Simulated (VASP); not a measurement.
# AlCu (P-6m2) in VASP: single point with r2SCAN

Aim: the single point of AlCu with r2SCAN.

All numbers are computed with VASP 6.6.1; they aren't measurements. Logs are shortened: lines on timing, memory, paths and dates and some standing lists are left out, and cuts for length are marked.

**1. The cell of the first run**

Symmetry: P-6m2, No. 187, hexagonal system. The conventional cell has a = 2.792 Å, b = 2.792 Å, c = 4.071 Å, α = 90.00°, β = 90.00°, γ = 120.00°. Al (site symmetry -6m2) has 6 Cu at 2.60 Å and 6 Al at 2.79 Å within 3.4 Å. Within 3.4 Å of Cu (site symmetry -6m2) lie 6 Al at 2.60 Å and 6 Cu at 2.79 Å.

**2. Single point, r2SCAN**

The input, POSCAR:

```
AlCu
1.0
    2.7915402411      0.0000000000      0.0000000000
   -1.3957701205      2.4175447644      0.0000000000
    0.0000000000      0.0000000000      4.0710011000
Al Cu
1 1
Direct
    0.0000000000      0.0000000000      0.0000000000
    0.3333333333      0.6666666667      0.5000000000
```

The input, INCAR.step1:

```
SYSTEM = AlCu
ALGO = Normal ; EDIFF = 1E-4
ENCUT = 520 ; GGA = PE
ISMEAR = 0 ; LASPH = .True.
LCHARG = .False. ; LREAL = .False.
LWAVE = .True. ; NBANDS = 14
NELM = 80 ; PREC = Accurate
SIGMA = 0.1
```

The input, INCAR.step2:

```
SYSTEM = AlCu
ALGO = Normal ; EDIFF = 1E-6
ENCUT = 520 ; ISIF = 2
ISMEAR = 0 ; ISTART = 1
LASPH = .True. ; LCHARG = .False.
LMIXTAU = .True. ; LREAL = .False.
LWAVE = .False. ; METAGGA = R2SCAN
NBANDS = 14 ; NELM = 80
PREC = Accurate ; SIGMA = 0.1
```

The input, KPOINTS:

```
k-points
0
Gamma
  24 24 14
  0 0 0
```

Potentials or basis: VASP PAW PBE potentials, release 64 (Al, Cu).

Run with:

```sh
$ cat potpaw_PBE.64/Al/POTCAR potpaw_PBE.64/Cu/POTCAR > POTCAR
$ cp INCAR.step1 INCAR
$ mpirun -np 1 vasp_std > vasp.out
$ cp INCAR.step2 INCAR
$ mpirun -np 1 vasp_std > vasp.out
```

OUTCAR:

```text
SYSTEM = AlCu
   EDIFF = 1E-6
   ENCUT = 520
   ISIF = 2
   ISMEAR = 0
   ISTART = 1
   LASPH = .True.
   LREAL = .False.
   METAGGA = R2SCAN
   NELM = 80
   PREC = Accurate

 ion  position               nearest neighbor table
   1  0.000  0.000  0.000-   2 2.60   2 2.60   2 2.60   2 2.60   2 2.60   2 2.60
   2  0.333  0.667  0.500-   1 2.60   1 2.60   1 2.60   1 2.60   1 2.60   1 2.60

  LATTYP: Found a hexagonal cell.
 ALAT       =     2.7915402411
 C/A-ratio  =     1.4583350940

  Lattice vectors:

 A1 = (   2.7915402411,   0.0000000000,   0.0000000000)
 A2 = (  -1.3957701205,   2.4175447644,   0.0000000000)
 A3 = (   0.0000000000,   0.0000000000,   4.0710011000)

Analysis of symmetry for initial positions (statically):
=====================================================================
 Subroutine PRICEL returns:
 Original cell was already a primitive cell.

 Routine SETGRP: Setting up the symmetry group for a
 hexagonal supercell.

 Subroutine GETGRP returns: Found 12 space group operations
 (whereof 12 operations were pure point group operations)
 out of a pool of 24 trial point group operations.

The static configuration has the point symmetry D_3h.

Analysis of symmetry for dynamics (positions and initial velocities):
=====================================================================
 Subroutine PRICEL returns:
 Original cell was already a primitive cell.

 Routine SETGRP: Setting up the symmetry group for a
 hexagonal supercell.

 Subroutine GETGRP returns: Found 12 space group operations
 (whereof 12 operations were pure point group operations)
 out of a pool of 24 trial point group operations.

The dynamic configuration has the point symmetry D_3h.

 Subroutine INISYM returns: Found 12 space group operations
 (whereof 12 operations are pure point group operations),
 and found     1 'primitive' translations

----------------------------------------------------------------------------------------

                                     Primitive cell

  volume of cell :      27.4739

  direct lattice vectors                    reciprocal lattice vectors
     2.791540241  0.000000000  0.000000000     0.358225178  0.206821403  0.000000000
    -1.395770120  2.417544764  0.000000000     0.000000000  0.413642806  0.000000000
     0.000000000  0.000000000  4.071001100     0.000000000  0.000000000  0.245639826

  length of vectors
     2.791540241  2.791540241  4.071001100     0.413642806  0.413642806  0.245639826

  position of ions in fractional coordinates (direct lattice)
     0.000000000  0.000000000  0.000000000
     0.333333333  0.666666667  0.500000000

  ion indices of the primitive-cell ions
   primitive index   ion index
                 1           1
                 2           2

----------------------------------------------------------------------------------------

 KPOINTS: k-points

Automatic generation of k-mesh.
 Grid dimensions read from file:
 generate k-points for:   24   24   14

 Generating k-lattice:

  Cartesian coordinates                     Fractional coordinates (reciprocal lattice)
     0.014926049  0.008617558  0.000000000     0.041666667  0.000000000  0.000000000
     0.000000000  0.017235117  0.000000000     0.000000000  0.041666667  0.000000000
     0.000000000  0.000000000  0.017545702     0.000000000  0.000000000  0.071428571

  Length of vectors
     0.017235117  0.017235117  0.017545702

  Shift w.r.t. Gamma in fractional coordinates (k-lattice)
     0.000000000  0.000000000  0.000000000

 Subroutine IBZKPT returns following result:
 ===========================================

 Found    488 irreducible k-points:

 Following reciprocal coordinates:
            Coordinates               Weight
  0.000000  0.000000  0.000000      1.000000
  0.041667  0.000000  0.000000      6.000000
  0.083333 -0.000000  0.000000      6.000000
  0.125000  0.000000  0.000000      6.000000
  0.166667  0.000000  0.000000      6.000000
  0.208333 -0.000000  0.000000      6.000000
[... 16 lines left out ...]
  0.416667  0.041667  0.000000     12.000000
  0.458333  0.041667  0.000000     12.000000
 [... further k-points ...]
   k-points           NKPTS =    488   k-points in BZ     NKDIM =    488   number of bands    NBANDS=     14
   number of dos      NEDOS =    301   number of ions     NIONS =      2
   total plane-waves  NPLWV =  17280
   dimension x,y,z NGX =    24 NGY =   24 NGZ =   30
   dimension x,y,z NGXF=    48 NGYF=   48 NGZF=   60
   ions per type =               1   1
   NGX,Y,Z   is equivalent  to a cutoff of  14.29, 14.29, 12.25 a.u.
   NGXF,Y,Z  is equivalent  to a cutoff of  28.59, 28.59, 24.50 a.u.
 SYSTEM =  AlCu
   PREC   = accura    normal or accurate (medium, high low for compatibility)
   ISTART =      1    job   : 0-new  1-cont  2-samecut
   ICHARG =      0    charge: 1-file 2-atom 10-const
   ISPIN  =      1    spin polarized calculation?
   LNONCOLLINEAR =      F non collinear calculations
   LSORBIT =      F    spin-orbit coupling
   LASPH  =      T    aspherical Exc in radial PAW
   ENCUT  =  520.0 eV  38.22 Ry    6.18 a.u.   5.19  5.19  7.57*2*pi/ulx,y,z
   NELM   =     80;   NELMIN=  2; NELMDL=  0     # of ELM steps
   EDIFF  = 0.1E-05   stopping-criterion for ELM
   LREAL  =      F    real-space projection
   EDIFFG = 0.1E-04   stopping-criterion for IOM
   NSW    =      0    number of steps for IOM
   IBRION =     -1    ionic relax: 0-MD 1-quasi-New 2-CG
   NFREE  =      0    steps in history (QN), initial steepest desc. (CG)
   ISIF   =      2    stress and relaxation
   ISYM   =      2    0-nonsym 1-usesym 2-fastsym
   POTIM  = 0.5000    time-step for ionic-motion
   TEBEG  =    0.0;   TEEND  =   0.0 temperature during run
   PSTRESS=    0.0 pullay stress
   NELECT =      14.0000    total number of electrons
   NUPDOWN=      -1.0000    fix difference up-down
   EMIN   =  10.00;   EMAX   =-10.00  energy-range for DOS
   EFERMI =   0.00;   METHOD = LEGACY
   ISMEAR =     0;   SIGMA  =   0.10  broadening in eV -4-tet -1-fermi 0-gaus
   EFERMI_NEDOS =   21; number of points for ismear=-14 and -15
   IALGO  =     38    algorithm
   IMIX   =      4    mixing-type and parameters
     AMIX     =   0.40;   BMIX     =  1.00
     AMIX_MAG =   1.60;   BMIX_MAG =  1.00
  volume/ion in A,a.u.               =      13.74        92.70
  Fermi-wavevector in a.u.,A,eV,Ry     =   1.307608  2.471021 23.263774  1.709839
  Thomas-Fermi vector in A             =   2.438331
   LORBIT       =      0    0 simple, 1 ext, 2 COOP (PROOUT), +10 PAW based schemes
   METAGGA = R2SCAN    functional components
   LHFCALC =     F    Hartree Fock is set to
   AEXX    =    0.0000 exact exchange contribution
   IVDW    =     0    specifies the selected vdW correction
   LEPSILON=     F    determine dielectric tensor
   LRPA    =     F    only Hartree local field effects (RPA)
 non-spin polarized calculation
 Gauss-broadening in eV      SIGMA  =   0.10
  energy-cutoff  :      520.00
  volume of cell :       27.47
 maximum number of plane-waves:       756
 NGX is ok and might be reduce to    24
   NGX = 11   NGY = 11   NGZ = 15

 number of electron      13.9999991 magnetization

 Free energy of the ion-electron system (eV)
  ---------------------------------------------------
  ext. energy  EPLUGINS =         0.00000000
  ---------------------------------------------------
  free energy    TOTEN  =       -17.83314178 eV

  energy without entropy =      -17.83080752  energy(sigma->0) =      -17.83197465

 E-fermi :   8.5107     XC(G=0): -12.2787

 val. band max:        8.5028598355   @ k =   0.4167   0.0417   0.5000
 cond. band min:       8.5173578922   @ k =   0.2917   0.1667   0.0714
 fundamental gap:      0.0144980567
 Fermi energy:         8.5106607746

 k-point     1 :       0.0000    0.0000    0.0000
  band No.  band energies     occupation
      1      -3.2889      2.00000
      2       3.3229      2.00000
      3       4.6246      2.00000
      4       4.6248      2.00000
      5       4.9747      2.00000
      6       4.9748      2.00000
      7       5.4625      2.00000
      8       9.0209      0.00000
      9      21.0251      0.00000
     10      21.0251      0.00000
     11      22.5809      0.00000
     12      22.5809      0.00000
     13      24.4554      0.00000
     14      26.2425      0.00000

 k-point     2 :       0.0417    0.0000    0.0000
  band No.  band energies     occupation
      1      -3.2420      2.00000
      2       3.3442      2.00000
      3       4.6138      2.00000
      4       4.6382      2.00000
      5       4.8432      2.00000
      6       4.9713      2.00000
      7       5.6354      2.00000
      8       9.0450      0.00000
      9      20.2131      0.00000
     10      20.5979      0.00000
     11      22.4213      0.00000
     12      23.0783      0.00000
     13      25.0523      0.00000
     14      26.7093      0.00000

 k-point     3 :       0.0833   -0.0000    0.0000
  band No.  band energies     occupation
      1      -3.1016      2.00000
      2       3.4061      2.00000
      3       4.5822      2.00000
      4       4.6285      2.00000
      5       4.6781      2.00000
      6       4.9612      2.00000
      7       5.9741      2.00000
      8       9.1179      0.00000
      9      18.6915      0.00000
     10      19.8612      0.00000
     11      21.9411      0.00000
     12      24.0245      0.00000
     13      26.0097      0.00000
     14      26.4134      0.00000

 k-point     4 :       0.1250    0.0000    0.0000
  band No.  band energies     occupation
      1      -2.8684      2.00000
      2       3.5015      2.00000
      3       4.4260      2.00000
      4       4.5343      2.00000
      5       4.7425      2.00000
      6       4.9451      2.00000
      7       6.3830      2.00000
      8       9.2420      0.00000
      9      17.0519      0.00000
     10      19.1202      0.00000
     11      21.3431      0.00000
     12      24.9820      0.00000
     13      25.1112      0.00000
     14      26.6917      0.00000

 k-point     5 :       0.1667    0.0000    0.0000
  band No.  band energies     occupation
      1      -2.5439      2.00000
      2       3.6178      2.00000
      3       4.2491      2.00000
      4       4.4778      2.00000
      5       4.8280      2.00000
      6       4.9241      2.00000
      7       6.8481      2.00000
      8       9.4192      0.00000
      9      15.4295      0.00000
     10      18.4278      0.00000
     11      20.7310      0.00000
[... 276 lines left out ...]
 k-point    22 :       0.3750    0.0417    0.0000
  band No.  band energies     occupation
      1       0.7171      2.00000
      2       3.7188      2.00000
      3       3.7812      2.00000
      4       4.3284      2.00000
      5       4.7799      2.00000
      6       5.4244      2.00000
      7       7.7319      2.00000
      8      10.3699      0.00000
      9      12.1161      0.00000
     10      15.2944      0.00000
     11      16.1357      0.00000
     12      17.5557      0.00000
     13      20.4591      0.00000
     14      24.0943      0.00000

 k-point    23 :       0.4167    0.0417    0.0000
  band No.  band energies     occupation
      1       1.4514      2.00000
      2       3.6875      2.00000
      3       3.6978      2.00000
      4       4.1426      2.00000
      5       4.7659      2.00000
      6       5.4891      2.00000
      7       7.0036      2.00000
      8      11.0868      0.00000
      9      12.7115      0.00000
     10      15.1250      0.00000
     11      15.1329      0.00000
     12      16.6796      0.00000
     13      20.1333      0.00000
     14      23.9337      0.00000

 k-point    24 :       0.4583    0.0417    0.0000
  band No.  band energies     occupation
      1       2.0405      2.00000
      2       3.5222      2.00000
      3       3.6720      2.00000
      4       3.9656      2.00000
      5       4.7586      2.00000
      6       5.5235      2.00000
      7       6.6317      2.00000
      8      11.6287      0.00000
      9      13.1682      0.00000
     10      14.4474      0.00000
     11      15.0650      0.00000
     12      16.0447      0.00000
     13      19.9844      0.00000
     14      23.8531      0.00000

 [... further k-points ...]
[... 5 lines left out ...]
  --------------------------------------------------------------------------------------
  -------------------------------------------------------------------------------------
  Total       -0.6919535     -0.6919535     -0.6408710     -0.0000000      0.0000000      0.0000000
  in kB      -40.3522566    -40.3522566    -37.3733117     -0.0000000      0.0000000      0.0000000
  external PRESSURE =     -39.3592750 kB  Pullay stress =       0.0000000 kB

 VOLUME and BASIS-vectors are now :
 -----------------------------------------------------------------------------
  energy-cutoff  :      520.00
  volume of cell :       27.47
      direct lattice vectors                 reciprocal lattice vectors
     2.791540241  0.000000000  0.000000000     0.358225178  0.206821403  0.000000000
    -1.395770120  2.417544764  0.000000000     0.000000000  0.413642806  0.000000000
     0.000000000  0.000000000  4.071001100     0.000000000  0.000000000  0.245639826

 POSITION                                       TOTAL-FORCE (eV/Angst)
 -----------------------------------------------------------------------------------
      0.00000      0.00000      0.00000        -0.000000      0.000000      0.000000
     -0.00000      1.61170      2.03550         0.000000     -0.000000      0.000000
 -----------------------------------------------------------------------------------
    total drift:                               -0.000004      0.000002     -0.000000

  FREE ENERGIE OF THE ION-ELECTRON SYSTEM (eV)
  ---------------------------------------------------
  free  energy   TOTEN  =       -17.8331417847 eV

  energy  without entropy=      -17.8308075181  energy(sigma->0) =      -17.83197465
```

Run time: 5.5 min. Hardware: 1 thread of Intel Xeon Platinum 8488C (Sapphire Rapids), shared host; peak memory 0.31 GiB.

What came out:

```
Free energy            : -17.8331 eV
Pressure               : -3.9 GPa
Band gap on the k mesh : zero (bands 7 and 8 overlap by 2.27 eV)
```

Caveat: the cell stands under tension; the PAW data sets were made with another functional, which shifts forces and pressure a little.
